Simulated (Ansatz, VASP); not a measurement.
One calculation of TaN, two programs

File INCAR:

```
SYSTEM = TaN
PREC = Accurate
ENCUT = 520
EDIFF = 1E-7
ISMEAR = 0
SIGMA = 0.15
LREAL = .FALSE.
LASPH = .TRUE.
NELM = 60
ALGO = Normal
ISIF = 2
LWAVE = .FALSE.
LCHARG = .FALSE.
GGA = PE
NBANDS = 24
```

KPOINTS

```
Automatic mesh
0
G
  18 18 8
  0 0 0
```

File POSCAR:

```
TaN
1.0
    3.0679151248      0.0000000000      0.0000000000
   -1.5339575624      2.6568924348      0.0000000000
    0.0000000000      0.0000000000      6.1836897256
Ta N
2 2
Direct
    0.3333333333      0.6666666667      0.0304880884
    0.6666666667      0.3333333333      0.5304880884
    0.3333333333      0.6666666667      0.3545119116
    0.6666666667      0.3333333333      0.8545119116
```

Input for Ansatz:

```yaml
crystal:
  lattice:
    - [3.0679151248, 0.0, 0.0]
    - [-1.5339575624, 2.6568924348, 0.0]
    - [0.0, 0.0, 6.1836897256]
  atoms:
    - { symbol: Ta, position: [0.3333333333, 0.6666666667, 0.0304880884] }
    - { symbol: Ta, position: [0.6666666667, 0.3333333333, 0.5304880884] }
    - { symbol: "N", position: [0.3333333333, 0.6666666667, 0.3545119116] }
    - { symbol: "N", position: [0.6666666667, 0.3333333333, 0.8545119116] }
basis:
  ecutwfc: 520.0
kpoints:
  mp_grid: { grid: [18, 18, 8] }
hamiltonian:
  xc: pbe
  pseudopotentials: { kind: paw, azcp: { folder: soft_1 } }
scf:
  occupations: { method: gaussian, width: 0.15 }
output:
  forces: true
  stress: true
  eigenvalues: true
```

Alike in both runs: task single point; functional PBE; k mesh 18 × 18 × 8; occupations gaussian, width 0.15 eV; no spin polarisation.

|  | VASP | Ansatz |
| --- | --- | --- |
| version | VASP 6.6.1 | Ansatz 0.2.0 |
| potentials or method | VASP PAW PBE potentials, release 64 (Ta_pv, N), cutoff 520 eV | scalar-relativistic, plane waves, PAW |
| valence electrons in the cell | 32 | 36 |

```tsv
	VASP	Ansatz	Ansatz less VASP
gap on the k mesh at the Fermi level (eV)	none	none	-
pressure (GPa)	9.9	9.2	-0.72
traceless stress, the component that is largest in VASP (GPa)	-8.88	-9.19	-0.310
rms of the force components (eV/Å)	0.437	0.439	+0.0020
```

Atom by atom the forces differ by 0.002 eV/Å (rms over components). A gap of «none» marks a metal or a gap that the smearing closes. With one functional, cell and mesh, what is left measures potentials, basis and numerics. VASP's potentials hold 32 valence electrons a cell and Ansatz's 36, so a difference there can come from the potentials and not from the codes.

Spin-orbit coupling is off throughout.
